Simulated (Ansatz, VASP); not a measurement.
**One calculation of Mg2SO, two programs**

The input INCAR:

```
SYSTEM = Mg2SO
PREC     = Accurate       ! precision mode
ENCUT    = 520            ! plane-wave cutoff, eV
EDIFF    = 1E-6           ! SCF threshold, eV
ISMEAR   = 0              ! smearing method
SIGMA    = 0.01           ! smearing width, eV
LREAL    = .FALSE.        ! projectors in reciprocal space
LASPH    = .TRUE.         ! aspherical terms in the spheres
NELM     = 80             ! most SCF steps
ALGO     = Normal         ! electronic algorithm
ISIF     = 2              ! what is computed and relaxed
LWAVE    = .FALSE.        ! write WAVECAR
LCHARG   = .FALSE.        ! write CHGCAR
GGA      = PE             ! functional
NBANDS   = 16             ! bands
```

Contents of KPOINTS:

```
regular mesh
0
G
  10 10 10
  0 0 0
```

Contents of POSCAR:

```
Mg2SO
1.0
    1.6699627495      0.9641534429      5.4974881940
   -1.6699627495      0.9641534429      5.4974881940
    0.0000000000     -1.9283068859      5.4974881940
O S Mg
1 1 2
Direct
    1.0000000000      0.0000000000      0.0000000000
    0.5000000000      0.5000000000      0.5000000000
    0.2616612352      0.2616612352      0.2616612352
    0.7383387648      0.7383387648      0.7383387648
```

Input for Ansatz:

```yaml
crystal:
  lattice:
    - [1.6699627495, 0.9641534429, 5.497488194]
    - [-1.6699627495, 0.9641534429, 5.497488194]
    - [0.0, -1.9283068859, 5.497488194]
  atoms:
    - { symbol: O, position: [1.0, 0.0, 0.0] }
    - { symbol: S, position: [0.5, 0.5, 0.5] }
    - { symbol: Mg, position: [0.2616612352, 0.2616612352, 0.2616612352] }
    - { symbol: Mg, position: [0.7383387648, 0.7383387648, 0.7383387648] }
kpoints:
  mp_grid: { grid: [10, 10, 10] }
  band_path:
    path:
      - [0.0, 0.0, 0.0]
      - [0.5, 0.5, 0.5]
      - [0.8128277351, 0.1871722649, 0.5]
      - [0.5, -0.1871722649, 0.1871722649]
      - [0.5, 0.0, 0.0]
      - [0.3435861324, -0.3435861324, 0.0]
      - [0.6564138676, 0.0, 0.3435861324]
      - [0.5, 0.0, 0.5]
    npoints: 1
hamiltonian:
  xc: pbe
scf:
  occupations: { method: fixed }
  n_extra_bands: 5
output:
  forces: true
  stress: true
  eigenvalues: true
```

Alike in both runs: task single point; functional PBE; k mesh 10 × 10 × 10; no spin polarisation.

|  | VASP | Ansatz |
| --- | --- | --- |
| version | VASP 6.6.1 | Ansatz 0.2.0 |
| potentials or method | VASP PAW PBE potentials, release 64 (O, S, Mg) | plane waves, PAW |
| plane-wave cutoff (eV) | 520 | 420 |
| occupations | gaussian, width 0.01 eV | fixed |
| valence electrons in the cell | 16 | 32 |

Ansatz gave:

- gap on the k mesh at the Fermi level (eV): 1.00
- pressure (GPa): 2.5
- traceless stress, the component that is largest in VASP (GPa): 0.16
- rms of the force components (eV/Å): 0.002

Q: Which values does VASP return?

A: gap on the k mesh at the Fermi level (eV): 0.97; pressure (GPa): 2.0; traceless stress, the component that is largest in VASP (GPa): 0.20; rms of the force components (eV/Å): 0.003.

Atom by atom the forces differ by 0.002 eV/Å (rms over components). VASP's potentials hold 16 valence electrons a cell and Ansatz's 32, so a difference there can come from the potentials and not from the codes.
